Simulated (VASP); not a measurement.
Input of a VASP 6.6.1 run:

Contents of POSCAR:

```
Au
1.0
   -1.6572690000      1.6572690000      1.6572690000
    1.6572690000     -1.6572690000      1.6572690000
    1.6572690000      1.6572690000     -1.6572690000
Au
1
Direct
    0.0000000000      0.0000000000      0.0000000000
```

INCAR.step1

```
ALGO     = Normal         # electronic algorithm
EDIFF    = 1E-4           # SCF threshold, eV
ENCUT    = 520            # plane-wave cutoff, eV
GGA      = PE             # functional
ISMEAR   = 0              # smearing method
LASPH    = T              # aspherical terms in the spheres
LCHARG   = F              # write CHGCAR
LREAL    = F              # projectors in reciprocal space
LWAVE    = T              # write WAVECAR
NBANDS   = 12             # bands
NELM     = 60             # most SCF steps
PREC     = Accurate       # precision mode
SIGMA    = 0.15           # smearing width, eV
```

The input INCAR.step2:

```
ALGO     = Normal         # electronic algorithm
EDIFF    = 1E-6           # SCF threshold, eV
ENCUT    = 520            # plane-wave cutoff, eV
ISIF     = 2              # what is computed and relaxed
ISMEAR   = 0              # smearing method
ISTART   = 1            
LASPH    = T              # aspherical terms in the spheres
LCHARG   = F              # write CHGCAR
LMIXTAU  = T            
LREAL    = F              # projectors in reciprocal space
LWAVE    = F              # write WAVECAR
METAGGA  = R2SCAN         # meta-GGA
NBANDS   = 12             # bands
NELM     = 60             # most SCF steps
PREC     = Accurate       # precision mode
SIGMA    = 0.15           # smearing width, eV
```

File KPOINTS:

```
k-points
0
Gamma
  24 24 24
```

Potentials or basis: VASP PAW PBE potentials, release 64 (Au).

Launch:

```sh
$ cat potpaw_PBE.64/Au/POTCAR > POTCAR
$ cp INCAR.step1 INCAR
$ mpirun -np 1 vasp_std > vasp.out
$ cp INCAR.step2 INCAR
$ mpirun -np 1 vasp_std > vasp.out
```

Question: Predict the pressure.

Answer: -4.5 GPa.

Caveat: the PAW data sets were made with another functional, which shifts forces and pressure a little.
